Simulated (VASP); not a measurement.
SrCl2: single point with PBE

The system is SrCl2.

```
Sr Cl
1.0
     0.00000    3.46198    3.46198
     3.46198    0.00000    3.46198
     3.46198    3.46198    0.00000
Sr Cl
1 2
Direct
  0.00000 0.00000 0.00000
  0.25000 0.25000 0.25000
  0.75000 0.75000 0.75000
```

```
Program             : VASP 6.6.1
Task                : single point
Functional          : PBE
Potentials or basis : VASP PAW PBE potentials, release 64 (Sr_sv, Cl)
Cutoff              : 520 eV
k mesh              : 6 × 6 × 6
Occupations         : gaussian, width 0.05 eV
Spin                : no spin polarisation
```

```yaml
Pressure: 2.0 GPa
Band_gap_on_the_k_mesh: 5.43 eV (least direct gap 5.49 eV)
```

Levels at points of the mesh, in eV from the valence-band top:
```
           k point  band 10  band 11  band 12  band 13  band 14  band 15
(0.00, 0.00, 0.00)    -0.35    -0.35    -0.35     5.43     6.09     6.09
(0.50, 0.00, 0.00)    -1.36    -1.08    -1.08     6.73     6.73     7.59
(0.50, 0.50, 0.00)    -0.42    -0.42     0.00     5.49     7.10     7.66
```

Wall time 31 s on 1 thread of Intel(R) Xeon(R) Platinum 8259CL CPU @ 2.50GHz (Skylake/Cascade Lake) (shared host), peak memory 0.2 GiB.

A k mesh can miss the band edges. PBE gaps usually lie below the measured ones, often by a third to a half.
